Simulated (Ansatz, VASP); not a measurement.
One calculation of Na, two programs

```xyz
1
Lattice="-2.0201 2.0201 2.0201 2.0201 -2.0201 2.0201 2.0201 2.0201 -2.0201" Properties=species:S:1:pos:R:3 pbc="T T T"
Na    0.0000    0.0000    0.0000
```

Alike in both runs: task single point; functional PBEsol; k mesh 14 × 14 × 14; occupations gaussian, width 0.1 eV; no spin polarisation.

```csv
,VASP,Ansatz
version,VASP 6.6.1,Ansatz 0.2.0
potentials or method,"VASP PAW PBE potentials, release 64 (Na_pv), cutoff 520 eV","scalar-relativistic, plane waves, PAW"
valence electrons in the cell,7,9
```

|  | VASP | Ansatz | Ansatz less VASP |
| --- | --- | --- | --- |
| gap on the k mesh at the Fermi level (eV) | none | none | - |
| pressure (GPa) | 0.9 | 0.9 | 0.00 |

VASP's potentials were made for PBE, not for PBEsol. A gap of «none» marks a metal or a gap that the smearing closes. VASP's potentials hold 7 valence electrons a cell and Ansatz's 9, so a difference there can come from the potentials and not from the codes.
